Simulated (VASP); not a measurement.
**Si3N4: single point with PBE**

Crystal: Si3N4.

```
CELL_PARAMETERS angstrom
7.63740 0.00000 0.00000
-3.81870 6.61418 0.00000
0.00000 0.00000 2.92200
ATOMIC_POSITIONS crystal
Si 0.17446 0.76836 0.25000
Si 0.40610 0.17446 0.75000
Si 0.23164 0.40610 0.25000
Si 0.82554 0.23164 0.75000
Si 0.59390 0.82554 0.25000
Si 0.76836 0.59390 0.75000
N 0.33333 0.66667 0.25000
N 0.66667 0.33333 0.75000
N 0.32989 0.03035 0.25000
N 0.29953 0.32989 0.75000
N 0.96965 0.29953 0.25000
N 0.67011 0.96965 0.75000
N 0.70047 0.67011 0.25000
N 0.03035 0.70047 0.75000
```

```
Program             : VASP 6.6.1
Task                : single point
Functional          : PBE
Potentials or basis : VASP PAW PBE potentials, release 64 (Si, N)
Cutoff              : 520 eV
k mesh              : 4 × 4 × 9
Occupations         : fermi-dirac, width 0.02 eV
Spin                : no spin polarisation
```

```yaml
Pressure: 1.7 GPa
Largest_force: 0.014 eV/Å
Band_gap_on_the_k_mesh: 4.27 eV, indirect (least direct gap 4.46 eV)
```

Forces in eV/Å, atoms in the order of the input:
```
Si  -0.012 -0.001  0.000
Si  -0.005 -0.011  0.000
Si   0.007 -0.009  0.000
Si   0.012  0.001  0.000
Si   0.005  0.011  0.000
Si  -0.007  0.009  0.000
N    0.000  0.000  0.000
N    0.000  0.000  0.000
N   -0.003  0.014  0.000
N   -0.013  0.004  0.000
N   -0.010 -0.010  0.000
N    0.003 -0.014  0.000
N    0.013 -0.004  0.000
N    0.010  0.010  0.000
```

Stress tensor (GPa, compression positive):
```
1.94 0.00 0.00
0.00 1.94 0.00
0.00 0.00 1.15
```

Levels at points of the mesh, in eV from the valence-band top:
| k point | band 30 | band 31 | band 32 | band 33 | band 34 | band 35 |
| --- | --- | --- | --- | --- | --- | --- |
| (0.00, 0.00, 0.00) | -0.45 | -0.37 | -0.18 | 4.27 | 4.67 | 4.83 |
| (0.50, 0.00, 0.00) | -0.74 | -0.31 | -0.24 | 4.57 | 4.66 | 4.81 |

It took 2.7 min on 1 thread of Intel(R) Xeon(R) Platinum 8259CL CPU @ 2.50GHz (Skylake/Cascade Lake), on a shared host, peak memory 0.31 GiB.

A k mesh can miss the band edges.
